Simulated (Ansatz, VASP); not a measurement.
**Two plane-wave programs on In3Se**

```
CELL_PARAMETERS angstrom
3.89950 -0.68815 0.00000
-0.68815 3.89950 0.00000
0.00000 0.00000 4.58765
ATOMIC_POSITIONS crystal
In 0.00000 0.50000 0.50000
In 0.50000 0.00000 0.50000
In 0.50000 0.50000 0.00000
Se 0.00000 0.00000 0.00000
```

Change from the starting cell: engineering shear strain xy -0.3000, equal normal strain along x and y -0.1500.

Alike in both runs: task single point; functional PBEsol; dispersion D3(BJ); k mesh 10 × 10 × 10; occupations gaussian, width 0.15 eV; no spin polarisation.

```csv
,VASP,Ansatz
version,VASP 6.6.1,Ansatz 0.2.0
potentials or method,"VASP PAW PBE potentials, release 64 (In_d, Se), cutoff 500 eV","scalar-relativistic, plane waves, PAW"
valence electrons in the cell,45,55
```

|  | VASP | Ansatz | Ansatz less VASP |
| --- | --- | --- | --- |
| gap on the k mesh at the Fermi level (eV) | none | none | - |
| pressure (GPa) | 65.5 | 65.3 | -0.25 |
| traceless stress, the component that is largest in VASP (GPa) | 57.89 | 57.89 | +0.005 |

VASP's potentials were made for PBE, not for PBEsol, and Ansatz warns of the same on its side. A gap of «none» marks a metal or a gap that the smearing closes. Both programs put the cell under a high pressure, so it lies far from rest at this level. VASP's potentials hold 45 valence electrons a cell and Ansatz's 55, so a difference there can come from the potentials and not from the codes.

Noted on VASP's run: the cell as given lies far from equilibrium.
